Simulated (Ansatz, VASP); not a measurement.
## One calculation of KZnF3, two programs

Contents of INCAR:

```
  ALGO = Normal
  EDIFF = 1E-7
  ENCUT = 520
  GGA = PE
  ISIF = 2
  ISMEAR = 0
  LASPH = True
  LCHARG = True
  LELF = True
  LREAL = False
  LVHAR = True
  LWAVE = False
  NBANDS = 29
  NELM = 60
  PREC = Accurate
  SIGMA = 0.05
```

KPOINTS

```
k-points
0
Gamma
  6 6 6
```

File POSCAR:

```
KZnF3
1.0
    4.1054863470      0.0000000000      0.0000000000
    0.0000000000      4.1054863470      0.0000000000
    0.0000000000      0.0000000000      3.9412668931
K Zn F
1 1 3
Direct
    0.0000000000      0.0000000000      0.0000000000
    0.5000000000      0.5000000000      0.5000000000
    0.5000000000      0.5000000000      0.0000000000
    0.0000000000      0.5000000000      0.5000000000
    0.5000000000      0.0000000000      0.5000000000
```

Input for Ansatz:

```yaml
crystal:
  lattice:
    - [4.105486347, 0.0, 0.0]
    - [0.0, 4.105486347, 0.0]
    - [0.0, 0.0, 3.9412668931]
  atoms:
    - { symbol: K, position: [0.0, 0.0, 0.0] }
    - { symbol: Zn, position: [0.5, 0.5, 0.5] }
    - { symbol: F, position: [0.5, 0.5, 0.0] }
    - { symbol: F, position: [0.0, 0.5, 0.5] }
    - { symbol: F, position: [0.5, 0.0, 0.5] }
basis:
  ecutwfc: 420
kpoints:
  mp_grid: { grid: [6, 6, 6] }
hamiltonian:
  xc: pbe
scf:
  occupations: { method: gaussian, width: 0.05 }
output:
  forces: true
  stress: true
  eigenvalues: true
```

Alike in both runs: task single point; functional PBE; k mesh 6 × 6 × 6; occupations gaussian, width 0.05 eV; no spin polarisation.

```csv
,VASP,Ansatz
version,VASP 6.6.1,Ansatz 0.2.0
potentials or method,"VASP PAW PBE potentials, release 64 (K_sv, Zn, F), cutoff 520 eV","scalar-relativistic, plane waves, PAW"
valence electrons in the cell,42,42
```

VASP gave:

* gap on the k mesh at the Fermi level (eV): 3.68
* least direct gap on the mesh (eV): 5.63
* pressure (GPa): 5.1
* traceless stress, the component that is largest in VASP (GPa): 2.79

Question: What did Ansatz give for the same quantities?

Answer: gap on the k mesh at the Fermi level (eV): 3.75; least direct gap on the mesh (eV): 5.67; pressure (GPa): 4.7; traceless stress, the component that is largest in VASP (GPa): 2.62.
